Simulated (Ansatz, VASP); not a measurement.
# WSe2: VASP beside Ansatz

The input INCAR:

```
PREC     = Accurate       # precision mode
ENCUT    = 600            # plane-wave cutoff, eV
EDIFF    = 1E-6           # SCF threshold, eV
ISMEAR   = 0              # smearing method
SIGMA    = 0.02           # smearing width, eV
LREAL    = False          # projectors in reciprocal space
LASPH    = True           # aspherical terms in the spheres
NELM     = 80             # most SCF steps
ALGO     = Normal         # electronic algorithm
ISIF     = 3              # what is computed and relaxed
LWAVE    = False          # write WAVECAR
LCHARG   = False          # write CHGCAR
GGA      = PE             # functional
IBRION   = 2              # ionic algorithm
NSW      = 100            # ionic steps
EDIFFG   = -0.01          # ionic threshold
```

File KPOINTS:

```
regular mesh
0
Gamma
  12 12 2
```

POSCAR

```
WSe2
1.0
    3.3179376400      0.0000000000      0.0000000000
   -1.6589688200      2.8734182900      0.0000000000
    0.0000000000      0.0000000000     16.6581420900
W Se
1 2
Direct
    0.0000000000      0.0000000000      0.0000000000
    0.3333333300      0.6666666700      0.0997865200
    0.3333333300      0.6666666700      0.9002134800
```

Input for Ansatz:

```yaml
crystal:
  lattice:
    - [3.31793764, 0.0, 0.0]
    - [-1.65896882, 2.87341829, 0.0]
    - [0.0, 0.0, 16.65814209]
  atoms:
    - { symbol: W, position: [0.0, 0.0, 0.0] }
    - { symbol: Se, position: [0.33333333, 0.66666667, 0.09978652] }
    - { symbol: Se, position: [0.33333333, 0.66666667, 0.90021348] }
basis:
  ecutwfc: 420
kpoints:
  mp_grid: { grid: [12, 12, 2] }
hamiltonian:
  xc: pbe
scf:
  occupations: { method: gaussian, width: 0.02 }
output:
  forces: true
  stress: true
  eigenvalues: true
relax:
  adjacent_minimum: "off"
  f_tol: 0.01
  max_steps: 80
  cell: { stress_tol: 0.05 }
```

Alike in both runs: task relaxation of cell and atoms; functional PBE; k mesh 12 × 12 × 2; occupations gaussian, width 0.02 eV; no spin polarisation.

|  | VASP | Ansatz |
| --- | --- | --- |
| version | VASP 6.6.1 | Ansatz 0.2.0 |
| potentials or method | VASP PAW PBE potentials, release 64 (W_sv, Se), cutoff 600 eV | scalar-relativistic, plane waves, PAW |
| valence electrons in the cell | 26 | 46 |

```tsv
	VASP	Ansatz	Ansatz less VASP
gap on the k mesh at the Fermi level, each at its own relaxed structure (eV)	1.54	1.55	+0.005
relaxed volume (Å³/atom)	53.43	53.03	-0.408
relaxed cell length with the largest relative difference (Å)	16.768	16.654	-0.1141
```

VASP's potentials hold 26 valence electrons a cell and Ansatz's 46, so a difference there can come from the potentials and not from the codes.

Spin-orbit coupling is off throughout.
